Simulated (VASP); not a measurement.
# SnSe2 (P1) in VASP: notebook

SnSe2 is run at these levels: PBEsol; tasks: single point.

Everything below comes from runs of VASP 6.6.1. Logs are shortened: lines on timing, memory, paths and dates and some standing lists are left out, and cuts for length are marked.

## Step 1: The cell of the first run

The typed cell holds 3 atoms: a = 3.811 Å, b = 3.811 Å, c = 6.137 Å, α = 90.00°, β = 90.00°, γ = 120.00°.

## Step 2: Single point, PBEsol (atom 2 (Se) moved by (+0.300, +0.150) A along [1 1 0] and z)

File INCAR:

```
SYSTEM = SnSe2
PREC = Accurate
ENCUT = 520
EDIFF = 1E-7
ISMEAR = 0
SIGMA = 0.05
LREAL = .False.
LASPH = .True.
NELM = 80
ALGO = Normal
ISIF = 2
LWAVE = .False.
LCHARG = .False.
GGA = PS
NBANDS = 20
```

File KPOINTS:

```
regular mesh
0
Gamma
  6 6 4
  0 0 0
```

File POSCAR:

```
SnSe2
1.0
    3.8109987816      0.0000000000      0.0000000000
   -1.9054993908      3.3004217586      0.0000000000
    0.0000000000      0.0000000000      6.1370000000
Sn Se
1 2
Direct
    0.0000000000      0.0000000000      0.0000000000
    0.4211335507      0.7309408867      0.2744419097
    0.6666666667      0.3333333333      0.7500000000
```

Potentials or basis: VASP PAW PBE potentials, release 64 (Sn_d, Se).

Started as:

```sh
$ cat potpaw_PBE.64/Sn_d/POTCAR potpaw_PBE.64/Se/POTCAR > POTCAR
$ mpirun -np 1 vasp_std > vasp.out
```

OUTCAR:

```text
SYSTEM = SnSe2
   PREC = Accurate
   ENCUT = 520
   EDIFF = 1E-7
   ISMEAR = 0
   LREAL = .False.
   LASPH = .True.
   NELM = 80
   ISIF = 2
   GGA = PS

 ion  position               nearest neighbor table
   1  0.000  0.000  0.000-   2 2.55   3 2.68   3 2.68   3 2.68   2 2.85   2 2.95
   2  0.421  0.731  0.274-   1 2.55   1 2.85   1 2.95
   3  0.667  0.333  0.750-   1 2.68   1 2.68   1 2.68

  LATTYP: Found a hexagonal cell.
 ALAT       =     3.8109987816
 C/A-ratio  =     1.6103390087

  Lattice vectors:

 A1 = (   3.8109987816,   0.0000000000,   0.0000000000)
 A2 = (  -1.9054993908,   3.3004217586,   0.0000000000)
 A3 = (   0.0000000000,   0.0000000000,   6.1370000000)

Analysis of symmetry for initial positions (statically):
=====================================================================
 Subroutine PRICEL returns:
 Original cell was already a primitive cell.

 Routine SETGRP: Setting up the symmetry group for a
 hexagonal supercell.

 Subroutine GETGRP returns: Found  1 space group operations
 (whereof  1 operations were pure point group operations)
 out of a pool of 24 trial point group operations.

The static configuration has the point symmetry C_1 .

Analysis of symmetry for dynamics (positions and initial velocities):
=====================================================================
 Subroutine PRICEL returns:
 Original cell was already a primitive cell.

 Routine SETGRP: Setting up the symmetry group for a
 hexagonal supercell.

 Subroutine GETGRP returns: Found  1 space group operations
 (whereof  1 operations were pure point group operations)
 out of a pool of 24 trial point group operations.

The dynamic configuration has the point symmetry C_1 .

 Subroutine INISYM returns: Found  1 space group operations
 (whereof  1 operations are pure point group operations),
 and found     1 'primitive' translations

----------------------------------------------------------------------------------------

                                     Primitive cell

  volume of cell :      77.1906

  direct lattice vectors                    reciprocal lattice vectors
     3.810998782  0.000000000  0.000000000     0.262398405  0.151495789  0.000000000
    -1.905499391  3.300421759  0.000000000     0.000000000  0.302991579  0.000000000
     0.000000000  0.000000000  6.137000000     0.000000000  0.000000000  0.162946065

  length of vectors
     3.810998782  3.810998782  6.137000000     0.302991579  0.302991579  0.162946065

  position of ions in fractional coordinates (direct lattice)
[... 81 lines left out ...]
   EDIFF  = 0.1E-06   stopping-criterion for ELM
   LREAL  =      F    real-space projection
   EDIFFG = 0.1E-05   stopping-criterion for IOM
   NSW    =      0    number of steps for IOM
   IBRION =     -1    ionic relax: 0-MD 1-quasi-New 2-CG
   NFREE  =      0    steps in history (QN), initial steepest desc. (CG)
   ISIF   =      2    stress and relaxation
   ISYM   =      2    0-nonsym 1-usesym 2-fastsym
   POTIM  = 0.5000    time-step for ionic-motion
   TEBEG  =    0.0;   TEEND  =   0.0 temperature during run
   PSTRESS=    0.0 pullay stress
   NELECT =      26.0000    total number of electrons
   NUPDOWN=      -1.0000    fix difference up-down
   EMIN   =  10.00;   EMAX   =-10.00  energy-range for DOS
   EFERMI =   0.00;   METHOD = LEGACY
   ISMEAR =     0;   SIGMA  =   0.05  broadening in eV -4-tet -1-fermi 0-gaus
   EFERMI_NEDOS =   21; number of points for ismear=-14 and -15
   IALGO  =     38    algorithm
   IMIX   =      4    mixing-type and parameters
     AMIX     =   0.40;   BMIX     =  1.00
     AMIX_MAG =   1.60;   BMIX_MAG =  1.00
  volume/ion in A,a.u.               =      25.73       173.64
  Fermi-wavevector in a.u.,A,eV,Ry     =   1.139054  2.152501 17.652812  1.297445
  Thomas-Fermi vector in A             =   2.275758
   LORBIT       =      0    0 simple, 1 ext, 2 COOP (PROOUT), +10 PAW based schemes
   GGA     = PS    functional components
   LHFCALC =     F    Hartree Fock is set to
   AEXX    =    0.0000 exact exchange contribution
   IVDW    =     0    specifies the selected vdW correction
   LEPSILON=     F    determine dielectric tensor
   LRPA    =     F    only Hartree local field effects (RPA)
 non-spin polarized calculation
 Gauss-broadening in eV      SIGMA  =   0.05
  energy-cutoff  :      520.00
  volume of cell :       77.19
 maximum number of plane-waves:      2109
   NGX = 15   NGY = 15   NGZ = 23

 number of electron      26.0000005 magnetization

 Free energy of the ion-electron system (eV)
  ---------------------------------------------------
  ext. energy  EPLUGINS =         0.00000000
  ---------------------------------------------------
  free energy    TOTEN  =       -12.79700766 eV

  energy without entropy =      -12.79638154  energy(sigma->0) =      -12.79669460

 E-fermi :   4.4314     XC(G=0):  -9.6965

 val. band max:        4.4306109851   @ k =   0.0000   0.5000   0.5000
 cond. band min:       4.6357131667   @ k =   0.5000   0.5000   0.5000
 fundamental gap:      0.2051021815
 Fermi energy:         4.4314005550

 k-point     1 :       0.0000    0.0000    0.0000
  band No.  band energies     occupation
      1     -17.1147      2.00000
      2     -17.1014      2.00000
      3     -17.0633      2.00000
      4     -17.0537      2.00000
      5     -17.0476      2.00000
      6      -9.8303      2.00000
[... 541 lines left out ...]
     19      12.1364      0.00000
     20      13.3177      0.00000

 [... further k-points ...]

------------------------ aborting loop because EDIFF is reached ----------------------------------------

  FORCE on cell =-STRESS in cart. coord.  units (eV):
  Direction    XX          YY          ZZ          XY          YZ          ZX
  --------------------------------------------------------------------------------------
  -------------------------------------------------------------------------------------
  Total        0.4498505      0.3218699      0.4264963      0.1107982     -0.8039502     -1.1872271
  in kB        9.3371514      6.6807703      8.8524089      2.2997403    -16.6868891    -24.6422305
  external PRESSURE =       8.2901102 kB  Pullay stress =       0.0000000 kB

 VOLUME and BASIS-vectors are now :
 -----------------------------------------------------------------------------
  energy-cutoff  :      520.00
  volume of cell :       77.19
      direct lattice vectors                 reciprocal lattice vectors
     3.810998782  0.000000000  0.000000000     0.262398405  0.151495789  0.000000000
    -1.905499391  3.300421759  0.000000000     0.000000000  0.302991579  0.000000000
     0.000000000  0.000000000  6.137000000     0.000000000  0.000000000  0.162946065

 POSITION                                       TOTAL-FORCE (eV/Angst)
 -----------------------------------------------------------------------------------
      0.00000      0.00000      0.00000         0.663418      0.380204      0.628204
      0.21213      2.41241      1.68425        -0.760761     -0.515394     -0.259590
      1.90550      1.10014      4.60275         0.097343      0.135190     -0.368614
 -----------------------------------------------------------------------------------
    total drift:                                0.000040      0.000071      0.000065

  FREE ENERGIE OF THE ION-ELECTRON SYSTEM (eV)
  ---------------------------------------------------
  free  energy   TOTEN  =       -12.7970076593 eV

  energy  without entropy=      -12.7963815446  energy(sigma->0) =      -12.79669460
```

OSZICAR:

```text
N       E                     dE             d eps       ncg     rms          rms(c)
DAV:   1     0.203403191861E+03    0.20340E+03   -0.12252E+04  3116   0.148E+03
DAV:   2     0.105824631073E+02   -0.19282E+03   -0.18560E+03  3180   0.388E+02
DAV:   3    -0.122779426775E+02   -0.22860E+02   -0.22386E+02  3680   0.114E+02
DAV:   4    -0.130763600786E+02   -0.79842E+00   -0.79711E+00  3628   0.223E+01
DAV:   5    -0.130949592754E+02   -0.18599E-01   -0.18598E-01  4176   0.357E+00    0.506E+00
DAV:   6    -0.128279880381E+02    0.26697E+00   -0.55140E-01  4416   0.785E+00    0.318E+00
DAV:   7    -0.127994036243E+02    0.28584E-01   -0.16454E-01  3656   0.268E+00    0.986E-01
DAV:   8    -0.127970567675E+02    0.23469E-02   -0.15679E-02  3836   0.109E+00    0.271E-01
DAV:   9    -0.127969933084E+02    0.63459E-04   -0.19539E-03  3616   0.325E-01    0.732E-02
DAV:  10    -0.127969946896E+02   -0.13812E-05   -0.22996E-04  3452   0.998E-02    0.378E-02
DAV:  11    -0.127970054501E+02   -0.10761E-04   -0.37025E-05  3512   0.365E-02    0.980E-03
DAV:  12    -0.127970067557E+02   -0.13056E-05   -0.74354E-06  3696   0.210E-02    0.421E-03
DAV:  13    -0.127970075805E+02   -0.82477E-06   -0.15290E-06  3428   0.791E-03    0.150E-03
DAV:  14    -0.127970076593E+02   -0.78843E-07   -0.13446E-07  3020   0.254E-03
   1 F= -.12797008E+02 E0= -.12796695E+02  d E =-.626115E-03
```

stdout:

```text
POSCAR found type information on POSCAR SnSe
 POSCAR found :  2 types and       3 ions
 scaLAPACK will be used
 -----------------------------------------------------------------------------
|                                                                             |
|                                                                             |
|     You enforced a specific xc type in the INCAR file but a different       |
|     I HOPE YOU KNOW WHAT YOU ARE DOING!                                     |
|                                                                             |
 -----------------------------------------------------------------------------

 LDA part: xc-table for (Slater+PW92), standard interpolation
 POSCAR, INCAR and KPOINTS ok, starting setup
 FFT: planning ... GRIDC
 FFT: planning ... GRID_SOFT
 FFT: planning ... GRID
 WAVECAR not read
 entering main loop
```

It took 84 s on 1 thread of Intel Xeon Platinum 8375C at 2.90GHz (Ice Lake), shared host; peak memory 0.26 GiB.

Results:

| Item | Value |
| --- | --- |
| Free energy | -12.7970 eV |
| Pressure | 0.8 GPa |
| Largest force | 0.990 eV/Å |

Forces in eV/Å, atoms in the order of the input:
```
Sn   0.663  0.380  0.628
Se  -0.761 -0.515 -0.260
Se   0.097  0.135 -0.369
```

Caveat: the cell differs from its parent crystal (atom 2 (Se) moved by (+0.300, +0.150) A along [1 1 0] and z); the PAW data sets were made with another functional, which shifts forces and pressure a little; spin-orbit coupling is left out, which moves the levels of the heavy elements.

## Step 3: Single point, PBEsol (atom 2 (Se) moved by (-0.150, -0.150) A along [1 1 0] and z)

File INCAR:

```
PREC     = Accurate       # precision mode
ENCUT    = 520            # plane-wave cutoff, eV
EDIFF    = 1E-6           # SCF threshold, eV
ISMEAR   = 0              # smearing method
SIGMA    = 0.05           # smearing width, eV
LREAL    = F              # projectors in reciprocal space
LASPH    = T              # aspherical terms in the spheres
NELM     = 100            # most SCF steps
ALGO     = Normal         # electronic algorithm
ISIF     = 2              # what is computed and relaxed
LWAVE    = F              # write WAVECAR
LCHARG   = F              # write CHGCAR
GGA      = PS             # functional
NBANDS   = 20             # bands
```

File KPOINTS:

```
regular mesh
0
Gamma
  6 6 4
```

Changes to POSCAR since step 2:

```diff
@@ -9,3 +9,3 @@
     0.0000000000      0.0000000000      0.0000000000
-    0.4211335507      0.7309408867      0.2744419097
+    0.2894332246      0.6345295566      0.2255580903
     0.6666666667      0.3333333333      0.7500000000
```

Potentials or basis: VASP PAW PBE potentials, release 64 (Sn_d, Se).

Started as:

```sh
$ cat potpaw_PBE.64/Sn_d/POTCAR potpaw_PBE.64/Se/POTCAR > POTCAR
$ mpirun -np 1 vasp_std > vasp.out
```

Run time: 74 s. Hardware: 1 thread of Intel Xeon Platinum 8375C at 2.90GHz (Ice Lake), shared host; peak memory 0.26 GiB.

Results (log left out):

| Item | Value |
| --- | --- |
| Free energy | -12.6886 eV |
| Pressure | 6.2 GPa |
| Largest force | 2.312 eV/Å |
| Band gap on the k mesh | 0.62 eV, indirect (least direct gap 0.91 eV) |

Forces in eV/Å, atoms in the order of the input:
```
Sn  -0.380 -0.548 -1.423
Se   0.498  0.639  2.166
Se  -0.118 -0.091 -0.743
```

Stress tensor (GPa, compression positive):
```
 4.28 -0.70  1.60
-0.70  5.80  1.92
 1.60  1.92  8.38
```

Levels at points of the mesh, in eV from the valence-band top:
| k point | band 10 | band 11 | band 12 | band 13 | band 14 | band 15 | band 16 | band 17 |
| --- | --- | --- | --- | --- | --- | --- | --- | --- |
| (0.00, 0.00, 0.00) | -0.83 | -0.53 | -0.39 | 0.00 | 0.91 | 2.58 | 4.12 | 4.74 |
| (0.50, 0.00, 0.00) | -3.21 | -2.69 | -1.35 | -0.46 | 0.86 | 3.59 | 5.68 | 5.80 |
| (0.00, 0.50, 0.00) | -3.13 | -2.93 | -0.90 | -0.42 | 0.95 | 3.63 | 5.29 | 5.72 |
| (0.50, 0.50, 0.00) | -3.15 | -2.85 | -1.02 | -0.47 | 0.97 | 3.57 | 5.42 | 5.78 |
| (0.00, 0.00, 0.50) | -1.50 | -0.86 | -0.44 | -0.32 | 1.97 | 2.73 | 3.92 | 4.49 |
| (0.50, 0.00, 0.50) | -3.10 | -1.91 | -0.85 | -0.73 | 0.62 | 3.85 | 4.78 | 5.88 |
| (0.00, 0.50, 0.50) | -2.93 | -2.20 | -1.02 | -0.65 | 1.04 | 4.17 | 5.12 | 5.66 |
| (0.50, 0.50, 0.50) | -2.97 | -2.10 | -1.04 | -0.61 | 0.94 | 4.02 | 5.02 | 5.71 |

Caveat: the cell differs from its parent crystal (atom 2 (Se) moved by (-0.150, -0.150) A along [1 1 0] and z); the PAW data sets were made with another functional, which shifts forces and pressure a little; spin-orbit coupling is left out, which moves the levels of the heavy elements. A k mesh can miss the band edges.
